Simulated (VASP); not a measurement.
Set up this calculation in VASP 6.6.1, as the native input.

* Task: relaxation of cell and atoms
* Functional: PBE
* Potentials or basis: VASP PAW PBE potentials, release 64 (Sr_sv, O)
* Cutoff: 600 eV
* k mesh: 9 × 9 × 4
* Occupations: gaussian, width 0.02 eV
* Spin: no spin polarisation
* Dipole correction: no
* Further INCAR settings: ALGO = Normal; EDIFF = 1e-07; IBRION = 2; EDIFFG = -0.002; NSW = 100; ISIF = 3

The structure of SrO lies in POSCAR:

```
SrO
1.0
    3.5532880900      0.0000000000      0.0000000000
   -1.7766440500      3.0772377500      0.0000000000
    0.0000000000      0.0000000000      6.2173039800
Sr O
2 2
Direct
    0.3333333300      0.6666666700      0.2500000000
    0.6666666700      0.3333333300      0.7500000000
    0.0000000000      0.0000000000      0.0000000000
    0.0000000000      0.0000000000      0.5000000000
```

The input as run:

INCAR

```
ALGO = Normal
EDIFF = 1E-7
EDIFFG = -0.002
ENCUT = 600
GGA = PE
GGA_COMPAT = F
IBRION = 2
ISIF = 3
ISMEAR = 0
LASPH = T
LCHARG = F
LREAL = F
LWAVE = F
NELM = 120
NELMIN = 4
NSW = 100
PREC = Accurate
SIGMA = 0.02
```

KPOINTS

```
k-points
0
Gamma
  9 9 4
```

Potentials or basis: VASP PAW PBE potentials, release 64 (Sr_sv, O).

The run is started by

```bash
$ cat potpaw_PBE.64/Sr_sv/POTCAR potpaw_PBE.64/O/POTCAR > POTCAR
$ mpirun -np 1 vasp_std > vasp.out
```

Results of the run:

```
Relaxed volume                        : 17.39 Å³/atom
Relaxed cell                          : a = 3.584 Å, b = 3.584 Å, c = 6.252 Å, α = 90.00°, β = 90.00°, γ = 120.00°
Space group after relaxing (to 0.1 Å) : P6_3/mmc (No. 194)
Energy gained by relaxing             : 2.3 meV/atom
Ionic steps                           : 5
Pressure after relaxing               : 0.0 GPa
Band gap on the k mesh                : 2.94 eV
```

Wall time 6.9 min on 1 thread of Intel Xeon 8259CL, on a shared host, peak memory 0.23 GiB.
